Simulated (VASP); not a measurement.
# SiNi (Pmmn) in VASP: settings compared

The runs below take SiNi through single point, with LDA+U, PBE+U.

Program: VASP 6.6.1. These are calculated values, not measurements. Logs are shortened: lines on timing, memory, paths and dates and some standing lists are left out, and cuts for length are marked.

### Step 1. The cell of the first run

The structure is orthorhombic, space group Pmmn (No. 59). The conventional cell has a = 2.903 Å, b = 3.265 Å, c = 4.630 Å, α = 90.00°, β = 90.00°, γ = 90.00°. Within 3.0 Å of Ni (site symmetry mm2) lie 6 Si at 2.30 to 2.34 Å and 6 Ni at 2.62 to 2.90 Å. Within 3.0 Å of Si (site symmetry mm2) lie 6 Ni at 2.30 to 2.34 Å and 6 Si at 2.64 to 2.90 Å.

### Step 2. Single point, LDA+U, collinear spin, ferromagnetic start

File INCAR:

```
SYSTEM = SiNi
PREC = Accurate ; ENCUT = 520
EDIFF = 1E-6 ; ISMEAR = -1
SIGMA = 0.05 ; LREAL = .FALSE.
LASPH = .TRUE. ; NELM = 150
ALGO = Normal ; ISIF = 2
LWAVE = .FALSE. ; LCHARG = .FALSE.
ISPIN = 2 ; MAGMOM = 1 1 0 0
LORBIT = 11 ; LMAXMIX = 4
LDAU = .TRUE. ; LDAUTYPE = 2
LDAUL = 2 -1 ; LDAUU = 8 0
LDAUJ = 0 0 ; LDAUPRINT = 1
GGA = CA ; NBANDS = 26
```

File KPOINTS:

```
Automatic mesh
0
G
  9 8 6
  0 0 0
```

File POSCAR:

```
SiNi
1.0
    2.9026787035      0.0000000000      0.0000000000
    0.0000000000      3.2649618974      0.0000000000
    0.0000000000      0.0000000000      4.6295762343
Ni Si
2 2
Direct
    0.5000000000      0.5000000000      0.3434332436
    0.0000000000      0.0000000000      0.6565667564
    0.5000000000      0.5000000000      0.8392514144
    0.0000000000      0.0000000000      0.1607485856
```

Potentials or basis: VASP PAW LDA potentials, release 64 (Ni, Si).

Started as:

```
> cat potpaw_LDA.64/Ni/POTCAR potpaw_LDA.64/Si/POTCAR > POTCAR
> mpirun -np 1 vasp_std > vasp.out
```

OUTCAR:

```text
SYSTEM = SiNi
   PREC = Accurate
   ENCUT = 520
   EDIFF = 1E-6
   ISMEAR = -1
   LREAL = .FALSE.
   LASPH = .TRUE.
   NELM = 150
   ISIF = 2
   ISPIN = 2
   LORBIT = 11
   GGA = CA

 ion  position               nearest neighbor table
   1  0.500  0.500  0.343-   3 2.30   3 2.33   4 2.34   4 2.34   4 2.34   4 2.34   2 2.62   2 2.62
                             2 2.62   2 2.62
   2  0.000  0.000  0.657-   4 2.30   4 2.33   3 2.34   3 2.34   3 2.34   3 2.34   1 2.62   1 2.62
                             1 2.62   1 2.62
   3  0.500  0.500  0.839-   1 2.30   1 2.33   2 2.34   2 2.34   2 2.34   2 2.34   4 2.64   4 2.64
                             4 2.64   4 2.64
   4  0.000  0.000  0.161-   2 2.30   2 2.33   1 2.34   1 2.34   1 2.34   1 2.34   3 2.64   3 2.64
                             3 2.64   3 2.64

  LATTYP: Found a simple orthorhombic cell.
 ALAT       =     2.9026787035
 B/A-ratio  =     1.1248099535
 C/A-ratio  =     1.5949323736

  Lattice vectors:

 A1 = (   2.9026787035,   0.0000000000,   0.0000000000)
 A2 = (   0.0000000000,   3.2649618974,   0.0000000000)
 A3 = (   0.0000000000,   0.0000000000,   4.6295762343)

Analysis of symmetry for initial positions (statically):
=====================================================================
 Subroutine PRICEL returns:
 Original cell was already a primitive cell.

 Routine SETGRP: Setting up the symmetry group for a
 simple orthorhombic supercell.

 Subroutine GETGRP returns: Found  8 space group operations
 (whereof  4 operations were pure point group operations)
 out of a pool of  8 trial point group operations.

The static configuration has the point symmetry C_2v.
 The point group associated with its full space group is D_2h.

Analysis of symmetry for dynamics (positions and initial velocities):
=====================================================================
 Subroutine PRICEL returns:
 Original cell was already a primitive cell.

 Routine SETGRP: Setting up the symmetry group for a
 simple orthorhombic supercell.

 Subroutine GETGRP returns: Found  8 space group operations
 (whereof  4 operations were pure point group operations)
 out of a pool of  8 trial point group operations.

The dynamic configuration has the point symmetry C_2v.
 The point group associated with its full space group is D_2h.

Analysis of structural, dynamic, and magnetic symmetry:
=====================================================================
 Subroutine PRICEL returns:
 Original cell was already a primitive cell.

 Routine SETGRP: Setting up the symmetry group for a
 simple orthorhombic supercell.

 Subroutine GETGRP returns: Found  8 space group operations
 (whereof  4 operations were pure point group operations)
 out of a pool of  8 trial point group operations.

The overall configuration has the point symmetry C_2v.
 The point group associated with its full space group is D_2h.

 Subroutine INISYM returns: Found  8 space group operations
 (whereof  4 operations are pure point group operations),
 and found     1 'primitive' translations

----------------------------------------------------------------------------------------

                                     Primitive cell

[... 149 lines left out ...]

spin component  2

  0.8617  0.0000  0.0000  0.0000  0.0000
  0.0000  0.8923  0.0000  0.0000  0.0000
  0.0000  0.0000  0.8992  0.0000  0.0000
  0.0000  0.0000  0.0000  0.9069  0.0000
  0.0000  0.0000  0.0000  0.0000  0.9505

 occupancies and eigenvectors

  o =  0.8617  v =  1.0000  0.0000  0.0000  0.0000  0.0000  0.0000  0.0000  0.0000  0.0000  0.0000      0.0000  0.0000  0.0000  0.0000  0.0000  0.0000  0.0000  0.0000  0.0000  0.0000
  o =  0.8617  v =  0.0000  0.0000  0.0000  0.0000  0.0000  1.0000  0.0000  0.0000  0.0000  0.0000      0.0000  0.0000  0.0000  0.0000  0.0000  0.0000  0.0000  0.0000  0.0000  0.0000
  o =  0.8923  v =  0.0000  1.0000  0.0000  0.0000  0.0000  0.0000  0.0000  0.0000  0.0000  0.0000      0.0000  0.0000  0.0000  0.0000  0.0000  0.0000  0.0000  0.0000  0.0000  0.0000
  o =  0.8923  v =  0.0000  0.0000  0.0000  0.0000  0.0000  0.0000  1.0000  0.0000  0.0000  0.0000      0.0000  0.0000  0.0000  0.0000  0.0000  0.0000  0.0000  0.0000  0.0000  0.0000
  o =  0.8992  v =  0.0000  0.0000  0.0000  0.0000  0.0000  0.0000  0.0000 -1.0000  0.0000  0.0005      0.0000  0.0000  0.0000  0.0000  0.0000  0.0000  0.0000  0.0000  0.0000  0.0000
  o =  0.8992  v =  0.0000  0.0000 -1.0000  0.0000  0.0005  0.0000  0.0000  0.0000  0.0000  0.0000      0.0000  0.0000  0.0000  0.0000  0.0000  0.0000  0.0000  0.0000  0.0000  0.0000
  o =  0.9069  v =  0.0000  0.0000  0.0000  0.0000  0.0000  0.0000  0.0000  0.0000 -1.0000  0.0000      0.0000  0.0000  0.0000  0.0000  0.0000  0.0000  0.0000  0.0000  0.0000  0.0000
  o =  0.9069  v =  0.0000  0.0000  0.0000 -1.0000  0.0000  0.0000  0.0000  0.0000  0.0000  0.0000      0.0000  0.0000  0.0000  0.0000  0.0000  0.0000  0.0000  0.0000  0.0000  0.0000
  o =  0.9505  v =  0.0000  0.0000  0.0000  0.0000  0.0000  0.0000  0.0000 -0.0005  0.0000 -1.0000      0.0000  0.0000  0.0000  0.0000  0.0000  0.0000  0.0000  0.0000  0.0000  0.0000
  o =  0.9506  v =  0.0000  0.0000 -0.0005  0.0000 -1.0000  0.0000  0.0000  0.0000  0.0000  0.0000      0.0000  0.0000  0.0000  0.0000  0.0000  0.0000  0.0000  0.0000  0.0000  0.0000

atom =   2  type =  1  l = 2

 onsite density matrix

spin component  1

  0.8617  0.0000  0.0000  0.0000  0.0000
  0.0000  0.8923  0.0000  0.0000  0.0000
  0.0000  0.0000  0.8992  0.0000  0.0000
  0.0000  0.0000  0.0000  0.9069  0.0000
  0.0000  0.0000  0.0000  0.0000  0.9506

spin component  2

  0.8617  0.0000  0.0000  0.0000  0.0000
  0.0000  0.8923  0.0000  0.0000  0.0000
  0.0000  0.0000  0.8992  0.0000  0.0000
  0.0000  0.0000  0.0000  0.9069  0.0000
  0.0000  0.0000  0.0000  0.0000  0.9505

 occupancies and eigenvectors

  o =  0.8617  v =  1.0000  0.0000  0.0000  0.0000  0.0000  0.0000  0.0000  0.0000  0.0000  0.0000      0.0000  0.0000  0.0000  0.0000  0.0000  0.0000  0.0000  0.0000  0.0000  0.0000
  o =  0.8617  v =  0.0000  0.0000  0.0000  0.0000  0.0000  1.0000  0.0000  0.0000  0.0000  0.0000      0.0000  0.0000  0.0000  0.0000  0.0000  0.0000  0.0000  0.0000  0.0000  0.0000
  o =  0.8923  v =  0.0000  1.0000  0.0000  0.0000  0.0000  0.0000  0.0000  0.0000  0.0000  0.0000      0.0000  0.0000  0.0000  0.0000  0.0000  0.0000  0.0000  0.0000  0.0000  0.0000
  o =  0.8923  v =  0.0000  0.0000  0.0000  0.0000  0.0000  0.0000  1.0000  0.0000  0.0000  0.0000      0.0000  0.0000  0.0000  0.0000  0.0000  0.0000  0.0000  0.0000  0.0000  0.0000
  o =  0.8992  v =  0.0000  0.0000  0.0000  0.0000  0.0000  0.0000  0.0000  1.0000 -0.0000 -0.0005      0.0000  0.0000  0.0000  0.0000  0.0000  0.0000  0.0000  0.0000  0.0000  0.0000
  o =  0.8992  v =  0.0000  0.0000  1.0000 -0.0000 -0.0005  0.0000  0.0000  0.0000  0.0000  0.0000      0.0000  0.0000  0.0000  0.0000  0.0000  0.0000  0.0000  0.0000  0.0000  0.0000
  o =  0.9069  v =  0.0000  0.0000  0.0000  0.0000  0.0000  0.0000  0.0000  0.0000  1.0000  0.0000      0.0000  0.0000  0.0000  0.0000  0.0000  0.0000  0.0000  0.0000  0.0000  0.0000
  o =  0.9069  v =  0.0000  0.0000  0.0000  1.0000  0.0000  0.0000  0.0000  0.0000  0.0000  0.0000      0.0000  0.0000  0.0000  0.0000  0.0000  0.0000  0.0000  0.0000  0.0000  0.0000
  o =  0.9505  v =  0.0000  0.0000  0.0000  0.0000  0.0000  0.0000  0.0000  0.0005 -0.0000  1.0000      0.0000  0.0000  0.0000  0.0000  0.0000  0.0000  0.0000  0.0000  0.0000  0.0000
  o =  0.9506  v =  0.0000  0.0000  0.0005 -0.0000  1.0000  0.0000  0.0000  0.0000  0.0000  0.0000      0.0000  0.0000  0.0000  0.0000  0.0000  0.0000  0.0000  0.0000  0.0000  0.0000

 number of electron      28.0000016 magnetization      -0.0000905

 Free energy of the ion-electron system (eV)
  ---------------------------------------------------
  ext. energy  EPLUGINS =         0.00000000
  ---------------------------------------------------
  free energy    TOTEN  =       -18.78657072 eV

  energy without entropy =      -18.77877450  energy(sigma->0) =      -18.78267261

 E-fermi :  11.1136     XC(G=0): -12.8913

 val. band max:       11.1054226785   @ k =   0.4444   0.3750   0.3333
 cond. band min:      11.1988248008   @ k =   0.4444   0.2500   0.5000
 fundamental gap:      0.0934021224
 Fermi energy:        11.1136231592

 spin component 1

 k-point     1 :       0.0000    0.0000    0.0000
  band No.  band energies     occupation
      1      -2.4912      1.00000
      2       2.7975      1.00000
      3       4.9689      1.00000
      4       5.5896      1.00000
      5       6.5504      1.00000
      6       7.0911      1.00000
[... 1385 lines left out ...]
     25      28.7970      0.00000
     26      28.7970      0.00000

 [... further k-points ...]

------------------------ aborting loop because EDIFF is reached ----------------------------------------

  FORCE on cell =-STRESS in cart. coord.  units (eV):
  Direction    XX          YY          ZZ          XY          YZ          ZX
  --------------------------------------------------------------------------------------
  -------------------------------------------------------------------------------------
  Total       -3.4951873     -3.9936102     -4.2195107      0.0000000      0.0000000      0.0000000
  in kB     -127.6329224   -145.8337126   -154.0828661      0.0000000      0.0000000      0.0000000
  external PRESSURE =    -142.5165004 kB  Pullay stress =       0.0000000 kB

 VOLUME and BASIS-vectors are now :
 -----------------------------------------------------------------------------
  energy-cutoff  :      520.00
  volume of cell :       43.88
      direct lattice vectors                 reciprocal lattice vectors
     2.902678703  0.000000000  0.000000000     0.344509366  0.000000000  0.000000000
     0.000000000  3.264961897  0.000000000     0.000000000  0.306282288  0.000000000
     0.000000000  0.000000000  4.629576234     0.000000000  0.000000000  0.216002491

 POSITION                                       TOTAL-FORCE (eV/Angst)
 -----------------------------------------------------------------------------------
      1.45134      1.63248      1.58995         0.000000      0.000000     -0.057825
      0.00000      0.00000      3.03963         0.000000      0.000000      0.057825
      1.45134      1.63248      3.88538         0.000000      0.000000     -0.484956
      0.00000      0.00000      0.74420         0.000000      0.000000      0.484956
 -----------------------------------------------------------------------------------
    total drift:                                0.000000     -0.000000      0.000000

  FREE ENERGIE OF THE ION-ELECTRON SYSTEM (eV)
  ---------------------------------------------------
  free  energy   TOTEN  =       -18.7865707226 eV

  energy  without entropy=      -18.7787745023  energy(sigma->0) =      -18.78267261

 total charge

# of ion       s       p       d       tot
------------------------------------------
    1        0.463   0.587   8.975  10.025
    2        0.463   0.587   8.975  10.025
    3        0.762   0.851   0.000   1.613
    4        0.762   0.851   0.000   1.613
--------------------------------------------------
tot          2.450   2.876  17.951  23.276

 magnetization (x)

# of ion       s       p       d       tot
------------------------------------------
    1        0.000   0.000  -0.000  -0.000
    2        0.000   0.000  -0.000  -0.000
    3       -0.000   0.000   0.000   0.000
    4       -0.000   0.000   0.000   0.000
--------------------------------------------------
tot         -0.000   0.000  -0.000  -0.000
```

Run time: 1.8 min. Hardware: 1 thread of AMD EPYC 9R45 (Zen 5), shared host; peak memory 0.24 GiB.

What came out:

| Item | Value |
| --- | --- |
| Free energy | -18.7866 eV |
| Pressure | -14.3 GPa |
| Largest force | 0.485 eV/Å |
| Band gap on the k mesh | zero (filled and empty bands overlap) |
| Net moment | 0.00 μB per cell |
| Valence electrons inside the program's atomic spheres | Ni 10.03; Si 1.61 |

Forces in eV/Å, atoms in the order of the input:
```
Ni   0.000  0.000 -0.058
Ni   0.000  0.000  0.058
Si   0.000  0.000 -0.485
Si   0.000  0.000  0.485
```

Levels at points of the mesh, in eV from the Fermi level:
Spin up:
```tsv
k point	band 10	band 11	band 12	band 13	band 14	band 15	band 16	band 17	band 18	band 19
(0.00, 0.00, 0.00)	-3.25	-3.02	-2.66	-2.65	-0.89	2.07	3.02	5.66	6.04	7.94
(0.00, 0.50, 0.00)	-3.47	-3.08	-3.08	-3.03	-3.03	1.38	1.38	5.59	5.59	8.50
(0.00, 0.00, 0.50)	-3.63	-3.58	-2.71	1.20	2.41	2.67	3.13	3.41	3.69	5.54
(0.00, 0.50, 0.50)	-3.52	-2.88	-2.88	-2.82	-2.82	5.64	5.64	6.00	6.00	7.74
```
Spin down:
| k point | band 10 | band 11 | band 12 | band 13 | band 14 | band 15 | band 16 | band 17 | band 18 | band 19 |
| --- | --- | --- | --- | --- | --- | --- | --- | --- | --- | --- |
| (0.00, 0.00, 0.00) | -3.25 | -3.02 | -2.66 | -2.65 | -0.89 | 2.07 | 3.02 | 5.66 | 6.04 | 7.94 |
| (0.00, 0.50, 0.00) | -3.47 | -3.08 | -3.08 | -3.03 | -3.03 | 1.38 | 1.38 | 5.59 | 5.59 | 8.50 |
| (0.00, 0.00, 0.50) | -3.63 | -3.58 | -2.71 | 1.20 | 2.41 | 2.67 | 3.13 | 3.41 | 3.69 | 5.54 |
| (0.00, 0.50, 0.50) | -3.52 | -2.88 | -2.88 | -2.82 | -2.82 | 5.64 | 5.64 | 6.00 | 6.00 | 7.74 |

Eigenvalues of the final occupation matrices:
| site | spin | trace | eigenvalues |
| --- | --- | --- | --- |
| site 1 d | 1 | 4.51 | 0.86 0.89 0.90 0.91 0.95 |
| site 1 d | 2 | 4.51 | 0.86 0.89 0.90 0.91 0.95 |
| site 2 d | 1 | 4.51 | 0.86 0.89 0.90 0.91 0.95 |
| site 2 d | 2 | 4.51 | 0.86 0.89 0.90 0.91 0.95 |

Caveat: the cell stands under tension; the moments typed at the start vanished in this run; the U is typed as a test and isn't derived for this compound.

### Step 3. Single point, PBE+U, collinear spin, ferromagnetic start

This run uses another cell than the first one, of 11.64 Å³/atom.

File INCAR:

```
PREC = Accurate
ENCUT = 520
EDIFF = 1E-7
ISMEAR = -1
SIGMA = 0.05
LREAL = False
LASPH = True
NELM = 150
ALGO = Normal
ISIF = 2
LWAVE = False
LCHARG = True
ISPIN = 2
MAGMOM = 1 1 0 0
LORBIT = 11
LMAXMIX = 4
LDAU = True
LDAUTYPE = 2
LDAUL = 2 -1
LDAUU = 8 0
LDAUJ = 0 0
LDAUPRINT = 1
GGA = PE
LELF = True
LVHAR = True
NBANDS = 26
```

File KPOINTS:

```
Automatic mesh
0
Gamma
  9 8 6
```

File POSCAR:

```
SiNi
1.0
    2.9626161857      0.0000000000      0.0000000000
    0.0000000000      3.3305168214      0.0000000000
    0.0000000000      0.0000000000      4.7197258666
Ni Si
2 2
Direct
    0.5000000000      0.5000000000      0.3422861068
    0.0000000000      0.0000000000      0.6577138932
    0.5000000000      0.5000000000      0.8412079494
    0.0000000000      0.0000000000      0.1587920506
```

Potentials or basis: VASP PAW PBE potentials, release 64 (Ni, Si).

Started as:

```
> cat potpaw_PBE.64/Ni/POTCAR potpaw_PBE.64/Si/POTCAR > POTCAR
> mpirun -np 1 vasp_std > vasp.out
```

Wall time 6 min (1 thread of Intel Xeon Platinum 8259CL at 2.50GHz (Skylake/Cascade Lake), shared host); peak memory 0.3 GiB.

Results (log left out):

| Property | Result |
| --- | --- |
| Free energy | -14.7102 eV |
| Pressure | -11.6 GPa |
| Largest force | 0.387 eV/Å |
| Band gap on the k mesh | zero (filled and empty bands overlap) |
| Net moment | 0.00 μB per cell |
| Valence electrons inside the program's atomic spheres | Ni 9.87; Si 1.57 |

Forces in eV/Å, atoms in the order of the input:
```
Ni   0.000  0.000 -0.109
Ni   0.000  0.000  0.109
Si   0.000  0.000 -0.387
Si   0.000  0.000  0.387
```

Stress tensor (GPa, compression positive):
```
-10.23   0.00   0.00
  0.00 -11.85   0.00
  0.00   0.00 -12.79
```

Levels at points of the mesh, in eV from the Fermi level:
Spin up:
| k point | band 10 | band 11 | band 12 | band 13 | band 14 | band 15 | band 16 | band 17 | band 18 | band 19 |
| --- | --- | --- | --- | --- | --- | --- | --- | --- | --- | --- |
| (0.00, 0.00, 0.00) | -2.96 | -2.78 | -2.39 | -2.33 | -0.84 | 1.95 | 2.81 | 5.42 | 5.79 | 7.60 |
| (0.00, 0.50, 0.00) | -3.22 | -2.86 | -2.86 | -2.74 | -2.74 | 1.32 | 1.32 | 5.33 | 5.33 | 8.20 |
| (0.00, 0.00, 0.50) | -3.30 | -3.14 | -2.38 | 1.11 | 2.41 | 2.45 | 3.16 | 3.19 | 3.50 | 5.39 |
| (0.00, 0.50, 0.50) | -3.23 | -2.65 | -2.65 | -2.54 | -2.54 | 5.49 | 5.49 | 5.71 | 5.71 | 7.55 |
Spin down:
```
           k point  band 12  band 13  band 14  band 15  band 16  band 17
(0.00, 0.00, 0.00)    -2.39    -2.33    -0.84     1.95     2.81     5.42
(0.00, 0.50, 0.00)    -2.86    -2.74    -2.74     1.32     1.32     5.33
(0.00, 0.00, 0.50)    -2.38     1.11     2.41     2.45     3.16     3.19
(0.00, 0.50, 0.50)    -2.65    -2.53    -2.53     5.49     5.49     5.71
```

Eigenvalues of the final occupation matrices:
| site | spin | trace | eigenvalues |
| --- | --- | --- | --- |
| site 1 d | 1 | 4.48 | 0.85 0.89 0.89 0.90 0.95 |
| site 1 d | 2 | 4.48 | 0.85 0.89 0.89 0.90 0.95 |
| site 2 d | 1 | 4.48 | 0.85 0.89 0.89 0.90 0.95 |
| site 2 d | 2 | 4.48 | 0.85 0.89 0.89 0.90 0.95 |

Caveat: the cell stands under tension; the moments typed at the start vanished in this run; the U is typed as a test and isn't derived for this compound. The state reached can hang on the start; a lower one may exist.

The gap in the log of VASP goes by the Fermi energy; the results here count the filled bands.